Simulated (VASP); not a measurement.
Set up this calculation in VASP 6.6.1, as the native input.

| Quantity | Value |
| --- | --- |
| Task | single point |
| Functional | PBE |
| Potentials or basis | VASP PAW PBE potentials, release 64 (Ta_pv) |
| Cutoff | 520 eV |
| k mesh | 14 × 14 × 14 |
| Occupations | gaussian, width 0.15 eV |
| Spin | no spin polarisation |
| Dipole correction | no |
| Further INCAR settings | ALGO = Fast; EDIFF = 1e-06; NBANDS = 12 |

The structure of Ta lies in POSCAR:

```
Ta
1.0
   -1.6648205360      1.6517074127      1.7548565233
    1.6684335696     -1.5351590038      1.6419211481
    1.6845558996      1.5548943674     -1.6383081145
Ta
1
Direct
    0.0000000000      0.0000000000      0.0000000000
```

These files were run (other wordings do the same):

INCAR

```
PREC = Accurate ; ENCUT = 520
EDIFF = 1E-6 ; ISMEAR = 0
SIGMA = 0.15 ; LREAL = False
LASPH = True ; NELM = 100
ALGO = Fast ; ISIF = 2
LWAVE = False ; LCHARG = False
GGA = PE ; NBANDS = 12
```

KPOINTS

```
regular mesh
0
Gamma
  14 14 14
```

Potentials or basis: VASP PAW PBE potentials, release 64 (Ta_pv).

Run with:

```sh
$ cat potpaw_PBE.64/Ta_pv/POTCAR > POTCAR
$ mpirun -np 1 vasp_std > vasp.out
```

It gave:

| Quantity | Value |
| --- | --- |
| Pressure | 1.2 GPa |

It took 7.1 min on 1 thread of AMD EPYC 7R43 64-Core Processor (Zen 3) (shared host), peak memory 0.35 GiB.
